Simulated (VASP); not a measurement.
# Se (P6_3/mmc) in VASP: further runs, part 2 of 2

VASP 6.6.1.

## 3. Single point, revPBE (volume scaled by 1.04)

INCAR reads:

```
ALGO = Normal
EDIFF = 1E-6
ENCUT = 520
GGA = RE
ISIF = 2
ISMEAR = -1
LASPH = True
LCHARG = False
LREAL = False
LWAVE = False
NBANDS = 20
NELM = 60
PREC = Accurate
SIGMA = 0.1
```

KPOINTS reads:

```
k-points
0
Gamma
  11 11 5
```

POSCAR reads:

```
Se
1.0
    3.9011820985      0.0000000000      0.0000000000
   -1.9505910493      3.3785228021      0.0000000000
    0.0000000000      0.0000000000      7.3528348551
Se
4
Direct
    0.0000000000      0.0000000000      1.0000000000
    1.0000000000      1.0000000000      0.5000000000
    0.3333333333      0.6666666667      0.2500000000
    0.6666666667      0.3333333333      0.7500000000
```

Potentials or basis: VASP PAW PBE potentials, release 64 (Se).

The run is started by

```console
$ cat potpaw_PBE.64/Se/POTCAR > POTCAR
$ mpirun -np 1 vasp_std > vasp.out
```

OUTCAR:

```text
EDIFF = 1E-6
   ENCUT = 520
   GGA = RE
   ISIF = 2
   ISMEAR = -1
   LASPH = True
   LREAL = False
   NELM = 60
   PREC = Accurate

 ion  position               nearest neighbor table
   1  0.000  0.000  0.000-
   2  0.000  0.000  0.500-
   3  0.333  0.667  0.250-
   4  0.667  0.333  0.750-

  LATTYP: Found a hexagonal cell.
 ALAT       =     3.9011820985
 C/A-ratio  =     1.8847709923

  Lattice vectors:

 A1 = (   3.9011820985,   0.0000000000,   0.0000000000)
 A2 = (  -1.9505910493,   3.3785228021,   0.0000000000)
 A3 = (   0.0000000000,   0.0000000000,   7.3528348551)

Analysis of symmetry for initial positions (statically):
=====================================================================
 Subroutine PRICEL returns:
 Original cell was already a primitive cell.

 Routine SETGRP: Setting up the symmetry group for a
 hexagonal supercell.

 Subroutine GETGRP returns: Found 24 space group operations
[... 161 lines left out ...]
 number of electron      23.9999993 magnetization

 Free energy of the ion-electron system (eV)
  ---------------------------------------------------
  ext. energy  EPLUGINS =         0.00000000
  ---------------------------------------------------
  free energy    TOTEN  =       -11.47513090 eV

  energy without entropy =      -11.39203099  energy(sigma->0) =      -11.43358094

 E-fermi :   3.9816     XC(G=0):  -9.5302

 val. band max:        3.9799946752   @ k =   0.2727   0.0909   0.4000
 cond. band min:       3.9956014580   @ k =   0.0909   0.0909   0.0000
 fundamental gap:      0.0156067828
 Fermi energy:         3.9815615569

 k-point     1 :       0.0000    0.0000    0.0000
  band No.  band energies     occupation
      1     -11.4780      2.00000
      2      -9.4915      2.00000
      3      -9.3777      2.00000
      4      -6.2418      2.00000
      5       0.1317      2.00000
      6       1.2753      2.00000
[... 541 lines left out ...]
     19      11.2991      0.00000
     20      12.5151      0.00000

 [... further k-points ...]
[... 5 lines left out ...]
  --------------------------------------------------------------------------------------
  -------------------------------------------------------------------------------------
  Total       -1.4041501     -1.4041501     -1.2531783      0.0000000     -0.0000000      0.0000000
  in kB      -23.2137989    -23.2137989    -20.7178914      0.0000000     -0.0000000      0.0000000
  external PRESSURE =     -22.3818297 kB  Pullay stress =       0.0000000 kB

 VOLUME and BASIS-vectors are now :
 -----------------------------------------------------------------------------
  energy-cutoff  :      520.00
  volume of cell :       96.91
      direct lattice vectors                 reciprocal lattice vectors
     3.901182099  0.000000000  0.000000000     0.256332561  0.147993673  0.000000000
    -1.950591049  3.378522802  0.000000000     0.000000000  0.295987347  0.000000000
     0.000000000  0.000000000  7.352834855     0.000000000  0.000000000  0.136001967

 POSITION                                       TOTAL-FORCE (eV/Angst)
 -----------------------------------------------------------------------------------
      0.00000      0.00000      0.00000        -0.000000      0.000000     -0.000000
      0.00000      0.00000      3.67642         0.000000      0.000000     -0.000000
     -0.00000      2.25235      1.83821        -0.000000     -0.000000      0.000000
      1.95059      1.12617      5.51463         0.000000      0.000000      0.000000
 -----------------------------------------------------------------------------------
    total drift:                               -0.000000      0.000000     -0.000000

  FREE ENERGIE OF THE ION-ELECTRON SYSTEM (eV)
  ---------------------------------------------------
  free  energy   TOTEN  =       -11.4751308979 eV

  energy  without entropy=      -11.3920309908  energy(sigma->0) =      -11.43358094
```

OSZICAR:

```text
N       E                     dE             d eps       ncg     rms          rms(c)
DAV:   1     0.107516869178E+03    0.10752E+03   -0.10078E+04  1920   0.103E+03
DAV:   2    -0.440500941851E+01   -0.11192E+03   -0.10939E+03  2676   0.168E+02
DAV:   3    -0.113958428975E+02   -0.69908E+01   -0.69284E+01  2308   0.432E+01
DAV:   4    -0.114584374114E+02   -0.62595E-01   -0.62506E-01  2320   0.474E+00
DAV:   5    -0.114588563753E+02   -0.41896E-03   -0.41889E-03  2292   0.390E-01    0.614E+00
DAV:   6    -0.114659076670E+02   -0.70513E-02   -0.11922E-02  2272   0.633E-01    0.365E+00
DAV:   7    -0.114747091980E+02   -0.88015E-02   -0.17809E-02  2204   0.778E-01    0.130E-01
DAV:   8    -0.114749202499E+02   -0.21105E-03   -0.30469E-04  2296   0.102E-01    0.792E-02
DAV:   9    -0.114751145821E+02   -0.19433E-03   -0.41862E-04  2212   0.112E-01    0.130E-02
DAV:  10    -0.114751209345E+02   -0.63524E-05   -0.65780E-06  2340   0.145E-02    0.972E-03
DAV:  11    -0.114751304203E+02   -0.94858E-05   -0.14967E-05  2184   0.211E-02    0.588E-03
DAV:  12    -0.114751308979E+02   -0.47757E-06   -0.33332E-07  1492   0.341E-03
   1 F= -.11475131E+02 E0= -.11433581E+02  d E =-.830999E-01
```

stdout:

```text
POSCAR found type information on POSCAR Se
 POSCAR found :  1 types and       4 ions
 scaLAPACK will be used
 -----------------------------------------------------------------------------
|                                                                             |
|                                                                             |
|     You enforced a specific xc type in the INCAR file but a different       |
|     I HOPE YOU KNOW WHAT YOU ARE DOING!                                     |
|                                                                             |
 -----------------------------------------------------------------------------

 LDA part: xc-table for (Slater+PW92), standard interpolation
 POSCAR, INCAR and KPOINTS ok, starting setup
 FFT: planning ... GRIDC
 FFT: planning ... GRID_SOFT
 FFT: planning ... GRID
 WAVECAR not read
 entering main loop
```

Wall time 67 s (1 thread of Intel Xeon Platinum 8488C (Sapphire Rapids), shared host); peak memory 0.24 GiB.

Results:

| Quantity | Value |
| --- | --- |
| Free energy | -11.4751 eV |
| Pressure | -2.2 GPa |
| Band gap on the k mesh | zero (band 12 reaches 4.37 eV, above the bottom of band 13 at 2.75 eV) |

Levels at points of the mesh, in eV from the Fermi level:
```
           k point  band 8  band 9  band 10  band 11  band 12  band 13  band 14  band 15  band 16  band 17
(0.00, 0.00, 0.00)   -1.75   -1.46    -1.46    -1.26    -1.00    -1.00     0.77     0.77     2.24     4.69
```

Caveat: the PAW data sets were made with another functional, which shifts forces and pressure a little.
